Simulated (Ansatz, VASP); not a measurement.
**One calculation of Ge2Sb2S, two programs**

```
Ge Sb S
1.0
     3.93606    0.00000    0.00000
    -1.96803    3.40872    0.00000
     0.00000    0.00000    8.82345
Ge Sb S
2 2 1
Direct
  0.33333 0.66667 0.17889
  0.66667 0.33333 0.82111
  0.33333 0.66667 0.61752
  0.66667 0.33333 0.38248
  0.00000 0.00000 0.00000
```

Change from the starting cell: species swapped into the CaAl2Ge2 type (P-3m1, No. 164).

Alike in both runs: functional PBE; k mesh 6 × 6 × 2; occupations gaussian, width 0.1 eV; no spin polarisation.

Ansatz relaxed the structure, and its values are those at the end. VASP's run is a single point on that final structure, the one shown.

```csv
,VASP,Ansatz
version,VASP 6.6.1,Ansatz 0.2.0
potentials or method,"VASP PAW PBE potentials, release 64 (Ge_d, Sb, S), cutoff 520 eV","scalar-relativistic, plane waves, PAW"
valence electrons in the cell,44,64
```

Ansatz gave:

```
gap on the k mesh at the Fermi level (eV) : none
pressure (GPa)                            : 0.1
rms of the force components (eV/Å)        : 0.004
```

Question: Which values does VASP return?

Answer: gap on the k mesh at the Fermi level (eV): none; pressure (GPa): 0.1; rms of the force components (eV/Å): 0.003.

A gap of «none» marks a metal or a gap that the smearing closes. With one functional, cell and mesh, what is left measures potentials, basis and numerics. VASP's potentials hold 44 valence electrons a cell and Ansatz's 64, so a difference there can come from the potentials and not from the codes.

Spin-orbit coupling is off throughout.
